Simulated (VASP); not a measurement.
Input of a VASP 6.6.1 run:

Contents of INCAR:

```
SYSTEM = Co13Si7
PREC = Accurate
ENCUT = 400
EDIFF = 1E-6
ISMEAR = -1
SIGMA = 0.1568
LREAL = Auto
LASPH = .TRUE.
NELM = 120
ALGO = Normal
ISIF = 2
LWAVE = .FALSE.
LCHARG = .TRUE.
GGA = PE
LELF = .TRUE.
LVHAR = .TRUE.
ISYM = -1
NBANDS = 88
GGA_COMPAT = .FALSE.
```

KPOINTS

```
explicit points
1
Reciprocal
  0.25000000   0.25000000   0.25000000 1
```

The input POSCAR:

```
Co13Si7
1.0
    6.4939510000      0.0105820000      0.2710780000
    0.0105820000      6.2018580000     -0.1606020000
    0.2710780000     -0.1606020000      6.3520220000
Co Si
13 7
Direct
    0.6919673693      0.9184303715      0.0973409135
    0.4216563426      0.1163574814      0.9401909323
    0.5690695331      0.6892060381      0.4013204988
    0.5198159877      0.6564878212      0.8254874714
    0.7533953685      0.1150514680      0.7763371390
    0.1803142541      0.5175420146      0.0517874553
   -0.0910247496      0.2254735660      0.1356447306
    0.7994301715      0.5832973561      0.1554024514
    0.0943297683      0.0300561135      0.7437824282
    0.7261764450      0.3129581774      0.4415298390
    0.1532087590      0.3252003626      0.3906534493
    0.8508658469      0.7131629498      0.7248179216
    0.2476037081      0.8926578695      0.2972596318
    0.0909257298      0.8388219436      1.0263368919
    0.8406852885      0.9763887662      0.4587527723
    0.0495057157      0.6624926058      0.4111650947
    0.9660382768      0.3843665482      0.7469045782
    0.3124130658      0.3593446985      0.6983645787
    0.4076278863      0.9273827813      0.6186961533
    0.4964148106      0.3295736467      0.1784910463
```

Potentials or basis: VASP PAW PBE potentials, release 64 (Co, Si).

Command:

```sh
$ cat potpaw_PBE.64/Co/POTCAR potpaw_PBE.64/Si/POTCAR > POTCAR
$ mpirun -np 1 vasp_std > vasp.out
```

Task: What does it give for the largest force?

Result: 3.422 eV/Å.

Task: Predict the pressure.

Result: -3.5 GPa.

Stress tensor (GPa, compression positive):
```
-1.99 -3.64 -1.71
-3.64 -0.72  1.20
-1.71  1.20 -7.76
```

Caveat: the atoms stand as in a frame of molecular dynamics; the run has no spin polarisation, though such a crystal can be magnetic. Spin polarisation is off, so any magnetic state and its effect on volume and gap are missing.
